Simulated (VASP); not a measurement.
Here is a VASP 6.6.1 calculation.

INCAR

```
PREC = Accurate
ENCUT = 520
EDIFF = 1E-6
ISMEAR = -1
SIGMA = 0.05
LREAL = F
LASPH = T
NELM = 60
ALGO = Normal
ISIF = 2
LWAVE = F
LCHARG = F
GGA = PS
NBANDS = 18
```

The input KPOINTS:

```
regular mesh
0
Gamma
  15 15 8
```

POSCAR

```
Ag
1.0
    2.7353200093      0.0000000000      0.0000000000
   -1.3676600047      2.3688566156      0.0000000000
    0.0000000000      0.0000000000      4.5280473445
Ag
2
Direct
    0.3333333333      0.6666666667      0.2500000000
    0.6666666667      0.3333333333      0.7500000000
```

Potentials or basis: VASP PAW PBE potentials, release 64 (Ag).

Launch:

```bash
$ cat potpaw_PBE.64/Ag/POTCAR > POTCAR
$ mpirun -np 1 vasp_std > vasp.out
```

(1) Predict the pressure.

(2) Estimate the band gap on the k mesh.

## Answers

(1) 21.3 GPa.

(2) zero (bands 11 and 12 overlap by 8.17 eV).

Caveat: the cell stands under pressure; the PAW data sets were made with another functional, which shifts forces and pressure a little.
